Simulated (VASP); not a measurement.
Runs of VASP 6.6.1 on HgTe. The structure is that of space group F-43m (No. 216), or close to it. The cells are those of the table. 

| task | spin | cell | k mesh | smearing | gap on the mesh (eV) | pressure (GPa) |
| --- | --- | --- | --- | --- | --- | --- |
| electric field gradients | non-collinear, zero start, SOC | a = 4.559 Å, angles 60.0°, 2 atoms | 13 × 13 × 13 | fermi-dirac 0.05 eV | - | 3.9 |
| single point | off | a = 4.536, b = 4.536, c = 4.559 Å, angles 59.8, 59.8, 60.3°, 2 atoms | 13 × 13 × 13 | fermi-dirac 0.05 eV | - | (b) |
| single point | off | a = 4.559 Å, angles 60.0°, 2 atoms | 13 × 13 × 13 | fermi-dirac 0.05 eV | none | 4.1 |
| single point | off | a = 4.628, b = 4.628, c = 4.559 Å, angles 60.5, 60.5, 59.0°, 2 atoms | 13 × 13 × 13 | fermi-dirac 0.05 eV | none | (a) |
| relaxation of the atoms | off | atoms relaxed from a = 4.466 Å, angles 60.0°, 2 atoms | 13 × 13 × 13 | fermi-dirac 0.05 eV | none | 8.0 |
| single point | off | a = 4.582, b = 4.582, c = 4.559 Å, angles 60.2, 60.2, 59.7°, 2 atoms | 13 × 13 × 13 | fermi-dirac 0.05 eV | none | 3.6 |
| relaxation of the atoms | off | atoms relaxed from a = 4.497 Å, angles 60.0°, 2 atoms | 13 × 13 × 13 | fermi-dirac 0.05 eV | none | 6.6 |
| relaxation of the atoms | off | atoms relaxed from a = 4.559 Å, angles 60.0°, 2 atoms | 13 × 13 × 13 | fermi-dirac 0.05 eV | none | 4.1 |
| electric field gradients | off | a = 4.559 Å, angles 60.0°, 2 atoms | 12 × 12 × 12 | fermi-dirac 0.02 eV | none | 4.1 |
| single point | off | a = 4.513, b = 4.513, c = 4.559 Å, angles 59.7, 59.7, 60.7°, 2 atoms | 13 × 13 × 13 | fermi-dirac 0.05 eV | - | 5.3 |
| single point | off | a = 4.605, b = 4.605, c = 4.559 Å, angles 60.3, 60.3, 59.3°, 2 atoms | 13 × 13 × 13 | fermi-dirac 0.05 eV | none | 3.1 |

Alike in all rows: level PBE; potentials or basis VASP PAW PBE potentials, release 64 (Hg, Te); cutoff (eV) 520.

Q: Estimate the missing entries.

A: (a) 2.6; (b) 4.7.

Caveats: spin-orbit coupling is left out, which moves the levels of the heavy elements (at least some runs); semilocal functionals underestimate gaps, so a narrow gap can read as zero (at least some runs); the cell stands under pressure (at least some runs); the relaxation stopped at its first step, so nothing moved (at least some runs).

A k mesh can miss the band edges, and rows without SOC leave out spin-orbit coupling on Hg, Te.

A gap of «none» marks levels without a gap at the run's occupations.
